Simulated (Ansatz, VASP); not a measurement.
# One calculation of ZnReH, two programs

```
CELL_PARAMETERS angstrom
2.78645 0.00000 0.00000
0.00000 2.78645 0.00000
0.00000 0.00000 4.14853
ATOMIC_POSITIONS crystal
Zn 0.50000 0.50000 0.50000
Re 0.00000 0.00000 0.00000
H 0.50000 0.50000 0.00000
```

Change from the starting cell: species swapped into the HoCoC type (P4/mmm, No. 123).

Alike in both runs: functional PBE; k mesh 6 × 6 × 6; occupations gaussian, width 0.1 eV; no spin polarisation.

Ansatz relaxed the structure, and its values are those at the end. VASP's run is a single point on that final structure, the one shown.

|  | VASP | Ansatz |
| --- | --- | --- |
| version | VASP 6.6.1 | Ansatz 0.2.0 |
| potentials or method | VASP PAW PBE potentials, release 64 (Zn, Re, H), cutoff 520 eV | scalar-relativistic, plane waves, PAW |
| valence electrons in the cell | 20 | 28 |

```tsv
	VASP	Ansatz	Ansatz less VASP
gap on the k mesh at the Fermi level (eV)	none	none	-
pressure (GPa)	0.6	0.0	-0.54
```

A gap of «none» marks a metal or a gap that the smearing closes. With one functional, cell and mesh, what is left measures potentials, basis and numerics. VASP's potentials hold 20 valence electrons a cell and Ansatz's 28, so a difference there can come from the potentials and not from the codes.

The k mesh is coarse, so the values compare programs but aren't converged. Neither program's run includes spin-orbit coupling.
